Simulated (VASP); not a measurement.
Wanted: the native input for a VASP 6.6.1 run.

| Item | Value |
| --- | --- |
| Task | relaxation of cell and atoms |
| Functional | BLYP |
| Dispersion | D4 |
| Potentials or basis | VASP PAW PBE potentials, release 64 (Pb_d) |
| Cutoff | 600 eV |
| k mesh | 9 × 9 × 9 |
| Occupations | fermi-dirac, width 0.05 eV |
| Spin | no spin polarisation |
| Dipole correction | no |
| Further INCAR settings | ALGO = Normal; EDIFF = 1e-06; IBRION = 2; EDIFFG = -0.01; NSW = 60; ISIF = 3 |

The structure of Pb lies in POSCAR:

```
Pb
1.0
   -1.9796595667      1.9796595667      1.9796595667
    1.9796595667     -1.9796595667      1.9796595667
    1.9796595667      1.9796595667     -1.9796595667
Pb
1
Direct
    0.0000000000      0.0000000000      0.0000000000
```

The input as run:

INCAR

```
PREC = Accurate
ENCUT = 600
EDIFF = 1E-6
ISMEAR = -1
SIGMA = 0.05
LREAL = False
LASPH = True
NELM = 60
ALGO = Normal
ISIF = 3
LWAVE = False
LCHARG = False
GGA = B5
ALDAX = 1.0
AGGAX = 1.0
AGGAC = 1.0
ALDAC = 0.0
IVDW = 13
VDW_S6 = 1.0
VDW_S8 = 2.34076671
VDW_A1 = 0.44488865
VDW_A2 = 4.0933009
IBRION = 2
NSW = 60
EDIFFG = -0.01
```

KPOINTS

```
regular mesh
0
Gamma
  9 9 9
```

Potentials or basis: VASP PAW PBE potentials, release 64 (Pb_d).

Launch:

```sh
$ cat potpaw_PBE.64/Pb_d/POTCAR > POTCAR
$ mpirun -np 1 vasp_std > vasp.out
```

Results of the run:

```
Relaxed volume                         : 31.55 Å³/atom
Relaxed cell                           : a = 3.448 Å, b = 3.448 Å, c = 3.448 Å, α = 109.47°, β = 109.47°, γ = 109.47°
Space group after relaxing (to 0.05 Å) : Im-3m (No. 229)
Energy gained by relaxing              : 1.1 meV/atom
Ionic steps                            : 3
Pressure after relaxing                : 0.0 GPa
Band gap on the k mesh                 : zero (band 7 reaches 14.40 eV, above the bottom of band 8 at 5.45 eV)
Dispersion energy per atom             : -0.760 eV
```

Caveat: the PAW data sets were made with another functional, which shifts forces and pressure a little; spin-orbit coupling is left out, which moves the levels of the heavy elements; pairwise dispersion overbinds metals, which lowers pressure and volume.

Run time: 34 s on 1 thread of Intel Xeon 6975P-C, on a shared host, peak memory 0.17 GiB.
